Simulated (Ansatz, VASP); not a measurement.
**GaP: VASP beside Ansatz**

```xyz
4
Lattice="1.9686 1.1366 6.5154 -1.9686 1.1366 6.5154 0.0000 -2.2731 6.5154" Properties=species:S:1:pos:R:3 pbc="T T T"
Ga    0.0000    0.0000   11.0364
Ga    0.0000    0.0000    8.5099
P     0.0000    0.0000   18.4246
P     0.0000    0.0000    1.1217
```

Change from the starting cell: volume scaled by 1.04.

Alike in both runs: task single point; functional LDA; k mesh 8 × 8 × 8; occupations fermi-dirac, width 0.05 eV; no spin polarisation.

|  | VASP | Ansatz |
| --- | --- | --- |
| version | VASP 6.6.1 | Ansatz 0.2.0 |
| potentials or method | VASP PAW LDA potentials, release 64 (Ga_d, P), cutoff 520 eV | all-electron LAPW, scalar-relativistic |

```tsv
	VASP	Ansatz	Ansatz less VASP
gap on the k mesh at the Fermi level (eV)	0.69	0.68	-0.011
least direct gap on the mesh (eV)	0.86	0.85	-0.013
pressure (GPa)	-6.9	-6.9	-0.02
traceless stress, the component that is largest in VASP (GPa)	-0.20	-0.16	+0.036
rms of the force components (eV/Å)	0.002	0.011	+0.0090
```

LDA's correlation is that of Perdew and Zunger in VASP and of Perdew and Wang (1992) in Ansatz. Atom by atom the forces differ by 0.013 eV/Å (rms over components). Ansatz ran all-electron here, and VASP with PAW potentials.
